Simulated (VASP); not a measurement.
A run of VASP 6.6.1:

INCAR

```
SYSTEM = Na2Sb3
ALGO = Normal
EDIFF = 1E-6
ENCUT = 520
GGA = PE
ISIF = 2
ISMEAR = 0
LASPH = .True.
LCHARG = .False.
LREAL = .False.
LWAVE = .False.
NBANDS = 40
NELM = 100
PREC = Accurate
SIGMA = 0.1
```

Contents of KPOINTS:

```
k-points
0
Gamma
  3 3 3
  0 0 0
```

Contents of POSCAR:

```
Na2Sb3
1.0
    3.9877200567      2.3023112481      6.0240372697
   -3.9877200567      2.3023112481      6.0240372697
    0.0000000000     -4.6046224964      6.0240372696
Na Sb
4 6
Direct
    0.9062762092      0.9062762092      0.9062762092
    0.5937237908      0.5937237908      0.5937237908
    0.0937237908      0.0937237908      0.0937237908
    0.4062762092      0.4062762092      0.4062762092
   -0.0396550784      0.5396550784      0.7500000000
    0.7500000000     -0.0396550784      0.5396550784
    0.5396550784      0.7500000000     -0.0396550784
    1.0396550784      0.4603449216      0.2500000000
    0.2500000000      1.0396550784      0.4603449216
    0.4603449216      0.2500000000      1.0396550784
```

Potentials or basis: VASP PAW PBE potentials, release 64 (Na_pv, Sb).

The run is started by

```console
$ cat potpaw_PBE.64/Na_pv/POTCAR potpaw_PBE.64/Sb/POTCAR > POTCAR
$ mpirun -np 1 vasp_std > vasp.out
```

Hardware: 1 thread of Intel(R) Xeon(R) 6975P-C (Granite Rapids), with other jobs on the host.

Question: Estimate the wall time of this run.

Answer: Run time: 47 s on 1 thread of Intel(R) Xeon(R) 6975P-C (Granite Rapids), on a shared host, peak memory 0.43 GiB. Counts: scf iterations 13, k points 6.
